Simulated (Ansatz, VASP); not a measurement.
# Two plane-wave programs on Rh

Contents of INCAR:

```
SYSTEM = Rh
PREC = Accurate ; ENCUT = 520
EDIFF = 1E-6 ; ISMEAR = 0
SIGMA = 0.15 ; LREAL = .FALSE.
LASPH = .TRUE. ; NELM = 80
ALGO = Fast ; ISIF = 2
LWAVE = .FALSE. ; LCHARG = .FALSE.
GGA = PE ; NBANDS = 22
```

The input KPOINTS:

```
Automatic mesh
0
G
  21 21 12
  0 0 0
```

File POSCAR:

```
Rh
1.0
    2.7505333536      0.0000000000      0.0000000000
   -1.3752666768      2.3820317581      0.0000000000
    0.0000000000      0.0000000000      4.5617595669
Rh
2
Direct
    0.6666666667      0.3333333333      0.7500000000
    0.3333333333      0.6666666667      0.2500000000
```

Input for Ansatz:

```yaml
crystal:
  lattice:
    - [2.7505333536, 0.0, 0.0]
    - [-1.3752666768, 2.3820317581, 0.0]
    - [0.0, 0.0, 4.5617595669]
  atoms:
    - { symbol: Rh, position: [0.6666666667, 0.3333333333, 0.75] }
    - { symbol: Rh, position: [0.3333333333, 0.6666666667, 0.25] }
basis:
  ecutwfc: 420
kpoints:
  mp_grid: { grid: [21, 21, 12] }
hamiltonian:
  xc: pbe
  pseudopotentials: { kind: paw, azcp: { folder: soft_1 } }
scf:
  occupations: { method: gaussian, width: 0.15 }
output:
  forces: true
  stress: true
  eigenvalues: true
```

Alike in both runs: task single point; functional PBE; k mesh 21 × 21 × 12; occupations gaussian, width 0.15 eV; no spin polarisation.

|  | VASP | Ansatz |
| --- | --- | --- |
| version | VASP 6.6.1 | Ansatz 0.2.0 |
| potentials or method | VASP PAW PBE potentials, release 64 (Rh_pv), cutoff 520 eV | scalar-relativistic, plane waves, PAW |
| valence electrons in the cell | 30 | 34 |

VASP gave:

- gap on the k mesh at the Fermi level (eV): none
- pressure (GPa): -12.4
- traceless stress, the component that is largest in VASP (GPa): -3.83

Q: Which values does Ansatz return?

A: gap on the k mesh at the Fermi level (eV): none; pressure (GPa): -12.6; traceless stress, the component that is largest in VASP (GPa): -3.84.

A gap of «none» marks a metal or a gap that the smearing closes. The functional is the same, so the differences come from potentials, cutoffs and numerics. VASP's potentials hold 30 valence electrons a cell and Ansatz's 34, so a difference there can come from the potentials and not from the codes.
